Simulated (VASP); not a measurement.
Here is a VASP 6.6.1 calculation.

The input INCAR:

```
SYSTEM = Zr2HS4
PREC = Accurate
ENCUT = 400
EDIFF = 1E-6
ISMEAR = 0
SIGMA = 0.05
LREAL = .False.
LASPH = .True.
NELM = 120
ALGO = Normal
ISIF = 2
LWAVE = .False.
LCHARG = .False.
LDIPOL = .True.
IDIPOL = 3
DIPOL = 0.5 0.5 0.274
GGA = PE
IVDW = 12
NBANDS = 62
GGA_COMPAT = .False.
NELMDL = -8
```

File KPOINTS:

```
Automatic mesh
0
Gamma
  6 6 1
  0 0 0
```

File POSCAR:

```
Zr2HS4
1.0
    7.2976778227      0.0000000000      0.0000000000
   -3.6488389114      6.3199743831      0.0000000000
    0.0000000000      0.0000000000     20.9171506047
S Zr H
8 4 2
Direct
    0.3333333333      0.1666666667      0.1912306354
    0.3333333333      0.6666666667      0.1912306354
    0.8333333333      0.1666666667      0.1912306354
    0.8333333333      0.6666666667      0.1912306354
    0.1666666667      0.3333333333      0.3306927762
    0.1666666667      0.8333333333      0.3306927762
    0.6666666667      0.3333333333      0.3306927762
    0.6666666667      0.8333333333      0.3306927762
    0.0000000000      0.0000000000      0.2609617058
    0.0000000000      0.5000000000      0.2609617058
    0.5000000000      0.0000000000      0.2609617058
    0.5000000000      0.5000000000      0.2609617058
    0.3803136712      0.7606273424      0.3522062227
    0.4530196621      0.9060393242      0.3522062227
```

Potentials or basis: VASP PAW PBE potentials, release 64 (S, Zr_sv, H).

Command:

```bash
$ cat potpaw_PBE.64/S/POTCAR potpaw_PBE.64/Zr_sv/POTCAR potpaw_PBE.64/H/POTCAR > POTCAR
$ mpirun -np 1 vasp_std > vasp.out
```

Question: Estimate the dispersion energy per atom.

Answer: -0.224 eV.

Question: What does it give for the largest force?

Answer: 2.980 eV/Å.

Question: Predict the band gap on the k mesh.

Answer: 0.19 eV (least direct gap 0.62 eV).

Forces on the atoms (eV/Å):
```
S    0.055 -0.060  0.034
S    0.000 -0.003 -0.075
S   -0.055 -0.060  0.034
S    0.000 -0.029 -0.093
S    0.000  0.018  0.390
S   -2.868 -0.780 -0.213
S    0.000 -0.018  0.178
S    2.868 -0.780 -0.213
Zr   0.000  0.015 -0.420
Zr  -0.217  0.214 -0.259
Zr   0.000  0.217 -0.505
Zr   0.217  0.214 -0.259
H    0.000  1.789  0.183
H    0.000 -0.736  1.218
```
